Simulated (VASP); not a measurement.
**SnO: single point with PBE**

The system is SnO.

```
CELL_PARAMETERS angstrom
3.71353 0.00000 0.00000
0.00000 4.00472 0.00000
0.00000 0.00000 5.10258
ATOMIC_POSITIONS crystal
Sn 0.00000 0.50000 0.22758
Sn 0.50000 0.00000 0.77242
O 0.50000 0.50000 0.98600
O 0.00000 0.00000 0.01400
```

| Item | Value |
| --- | --- |
| Program | VASP 6.6.1 |
| Task | single point |
| Functional | PBE |
| Potentials or basis | VASP PAW PBE potentials, release 64 (Sn_d, O) |
| Cutoff | 520 eV |
| k mesh | 10 × 10 × 8 |
| Occupations | gaussian, width 0.01 eV |
| Spin | no spin polarisation |

* Pressure: 0.4 GPa
* Largest force: 0.078 eV/Å
* Band gap on the k mesh: 0.50 eV (least direct gap 1.99 eV)

Forces on the atoms (eV/Å):
```
Sn   0.000  0.000  0.078
Sn   0.000  0.000 -0.078
O    0.000  0.000 -0.010
O    0.000  0.000  0.010
```

Stress tensor (GPa, compression positive):
```
0.85 0.00 0.00
0.00 0.16 0.00
0.00 0.00 0.21
```

Levels at points of the mesh, in eV from the valence-band top:
```csv
k point,band 17,band 18,band 19,band 20,band 21,band 22,band 23,band 24
"(0.00, 0.00, 0.00)",-3.23,-2.93,-2.85,-0.03,1.95,4.01,4.48,5.13
"(0.50, 0.00, 0.00)",-4.58,-4.58,-2.24,-2.24,2.72,2.72,5.77,5.77
"(0.00, 0.50, 0.00)",-4.35,-4.35,-2.45,-2.45,3.22,3.22,5.40,5.40
"(0.50, 0.50, 0.00)",-2.30,-2.30,-1.72,-1.72,0.50,0.50,4.55,4.55
"(0.00, 0.00, 0.50)",-3.04,-2.94,-2.87,-1.98,1.80,2.88,3.76,3.88
"(0.50, 0.00, 0.50)",-4.56,-4.56,-1.52,-1.52,2.45,2.45,5.41,5.41
"(0.00, 0.50, 0.50)",-4.33,-4.33,-1.61,-1.61,2.37,2.37,5.86,5.86
"(0.50, 0.50, 0.50)",-2.46,-2.46,-2.14,-2.14,2.55,2.55,3.69,3.69
```

Wall time 3.9 min on 1 thread of Intel(R) Xeon(R) Platinum 8559C (Emerald Rapids), with other jobs on the host, peak memory 0.4 GiB.

Caveat: spin-orbit coupling is left out, which moves the levels of the heavy elements. A k mesh can miss the band edges.
